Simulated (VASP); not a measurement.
**ZnO: single point with PBE**

Crystal: ZnO.

```
CELL_PARAMETERS angstrom
3.27939 0.00000 0.00000
-1.63970 2.84004 0.00000
0.00000 0.00000 5.61083
ATOMIC_POSITIONS crystal
Zn 0.66667 0.33333 0.50563
Zn 0.33333 0.66667 0.00563
O 0.66667 0.33333 0.87468
O 0.33333 0.66667 0.37468
```

```json
{
 "Program": "VASP 6.6.1",
 "Task": "single point",
 "Functional": "PBE",
 "Potentials or basis": "VASP PAW PBE potentials, release 64 (Zn, O)",
 "Cutoff": "520 eV",
 "k mesh": "12 × 12 × 6",
 "Occupations": "gaussian, width 0.02 eV",
 "Spin": "no spin polarisation",
 "Dipole correction": "no",
 "Further INCAR settings": "ALGO = Normal; EDIFF = 1e-07; NBANDS = 26"
}
```

```yaml
Pressure: -6.0 GPa
Largest_force: 0.018 eV/Å
Band_gap_on_the_k_mesh: 0.54 eV
```

Forces on the atoms (eV/Å):
```
Zn   0.000  0.000  0.018
Zn   0.000  0.000  0.018
O    0.000  0.000 -0.018
O    0.000  0.000 -0.018
```

Stress tensor (GPa, compression positive):
```
 -3.54   0.00   0.00
  0.00  -3.54   0.00
  0.00   0.00 -10.91
```

Levels at points of the mesh, in eV from the valence-band top:
```tsv
k point	band 16	band 17	band 18	band 19	band 20	band 21
(0.00, 0.00, 0.00)	-0.18	0.00	0.00	0.54	5.04	7.40
(0.50, 0.00, 0.00)	-1.83	-1.29	-0.69	5.37	6.71	6.98
(0.00, 0.00, 0.50)	-0.31	-0.31	-0.31	3.11	3.11	9.34
(0.50, 0.00, 0.50)	-1.43	-1.24	-1.24	5.35	5.35	7.89
```

It took 98 s on 1 thread of Intel(R) Xeon(R) Platinum 8488C (Sapphire Rapids), on a shared host, peak memory 0.22 GiB.

Caveat: the stress differs along the axes, from -11 to -4 GPa; semilocal functionals underestimate gaps, and a narrow one can read as zero.
